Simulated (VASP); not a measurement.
Set up this calculation in VASP 6.6.1, as the native input.

* Task: single point
* Functional: PBE
* Dispersion: D3(BJ)
* Potentials or basis: VASP PAW PBE potentials, release 64 (W_sv, S)
* Cutoff: 520 eV
* k mesh: 12 × 12 × 12
* Occupations: gaussian, width 0.05 eV
* Spin: no spin polarisation
* Dipole correction: no
* Further INCAR settings: ALGO = Normal; EDIFF = 1e-07; NBANDS = 20

The structure of WS2 lies in POSCAR:

```
WS2
1.0
    1.5628000000      0.9022830007      5.4597666667
   -1.5628000000      0.9022830007      5.4597666667
    0.0000000000     -1.8045660014      5.4597666667
W S
1 2
Direct
    0.9993440419      0.9993440419      0.9993440419
    0.7527816504      0.7527816504      0.7527816504
    0.5791743077      0.5791743077      0.5791743077
```

One way to write it, as run:

INCAR

```
SYSTEM = WS2
PREC     = Accurate       ! precision mode
ENCUT    = 520            ! plane-wave cutoff, eV
EDIFF    = 1E-7           ! SCF threshold, eV
ISMEAR   = 0              ! smearing method
SIGMA    = 0.05           ! smearing width, eV
LREAL    = .False.        ! projectors in reciprocal space
LASPH    = .True.         ! aspherical terms in the spheres
NELM     = 80             ! most SCF steps
ALGO     = Normal         ! electronic algorithm
ISIF     = 2              ! what is computed and relaxed
LWAVE    = .False.        ! write WAVECAR
LCHARG   = .False.        ! write CHGCAR
GGA      = PE             ! functional
IVDW     = 12             ! dispersion correction
NBANDS   = 20             ! bands
```

KPOINTS

```
Automatic mesh
0
Gamma
  12 12 12
  0 0 0
```

Potentials or basis: VASP PAW PBE potentials, release 64 (W_sv, S).

The run is started by

```bash
$ cat potpaw_PBE.64/W_sv/POTCAR potpaw_PBE.64/S/POTCAR > POTCAR
$ mpirun -np 1 vasp_std > vasp.out
```

Results of the run:

* Pressure: 28.0 GPa
* Largest force: 3.722 eV/Å
* Band gap on the k mesh: zero (bands 13 and 14 overlap by 0.25 eV)
* Dispersion energy per atom: -0.497 eV

Caveat: the stress differs along the axes, from 21 to 42 GPa; spin-orbit coupling is left out, which moves the levels of the heavy elements; forces of over 1 eV/Å act on the atoms, so gaps and moduli don't describe the material at rest.

Run time: 3.7 min on 1 thread of Intel(R) Xeon(R) 6975P-C (Granite Rapids) (shared host), peak memory 0.43 GiB.
